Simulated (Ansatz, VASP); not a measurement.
One calculation of ScAl2N3, two programs

```xyz
6
Lattice="4.0217 0.0000 0.0000 0.0000 4.0217 0.0000 0.0000 0.0000 4.8237" Properties=species:S:1:pos:R:3 pbc="T T T"
Sc    0.0000    0.0000    0.0000
Al    2.0108    2.0108    1.2061
Al    2.0108    2.0108    3.6176
N     0.0000    2.0108    0.0000
N     2.0108    0.0000    0.0000
N     0.0000    0.0000    2.4119
```

Alike in both runs: functional PBE; k mesh 3 × 3 × 2; occupations gaussian, width 0.15 eV; no spin polarisation.

Ansatz relaxed the structure, and its values are those at the end. VASP's run is a single point on that final structure, the one shown.

```csv
,VASP,Ansatz
version,VASP 6.6.1,Ansatz 0.2.0
potentials or method,"VASP PAW PBE potentials, release 64 (Sc_sv, Al, N), cutoff 600 eV","scalar-relativistic, plane waves, PAW"
valence electrons in the cell,32,32
```

```csv
,VASP,Ansatz,Ansatz less VASP
gap on the k mesh at the Fermi level (eV),none,none,-
pressure (GPa),0.5,0.2,-0.30
rms of the force components (eV/Å),0.004,0.001,-0.0037
```

A gap of «none» marks a metal or a gap that the smearing closes. With one functional, cell and mesh, what is left measures potentials, basis and numerics.

The k mesh is coarse, so the values compare programs but aren't converged.
